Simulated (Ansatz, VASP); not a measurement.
Ti3Al: VASP beside Ansatz

```
Ti Al
1.0
     2.92754    0.00000    0.00000
    -1.46377    2.53533    0.00000
     0.00000    0.00000    9.22636
Ti Al
3 1
Direct
  0.33333 0.66667 0.24941
  0.33333 0.66667 0.75059
  0.66667 0.33333 0.00000
  0.66667 0.33333 0.50000
```

Alike in both runs: task relaxation of cell and atoms; functional PBEsol; dispersion D3(BJ); k mesh 10 × 10 × 3; occupations fermi-dirac, width 0.05 eV; no spin polarisation.

|  | VASP | Ansatz |
| --- | --- | --- |
| version | VASP 6.6.1 | Ansatz 0.2.0 |
| potentials or method | VASP PAW PBE potentials, release 64 (Ti_sv, Al) | Ansatz PAW |
| plane-wave cutoff (eV) | 600 | 420 |
| valence electrons in the cell | 39 | 39 |

|  | VASP | Ansatz | Ansatz less VASP |
| --- | --- | --- | --- |
| gap on the k mesh at the Fermi level, each at its own relaxed structure (eV) | none | none | - |
| relaxed volume (Å³/atom) | 15.83 | 15.85 | +0.026 |
| relaxed cell length with the largest relative difference (Å) | 2.846 | 2.848 | +0.0019 |

VASP's potentials were made for PBE, not for PBEsol. A gap of «none» marks a metal or a gap that the smearing closes.

Noted on Ansatz's run: the plane-wave basis is chosen anew once the cell has moved, so the energies of steps on either side of that aren't comparable.
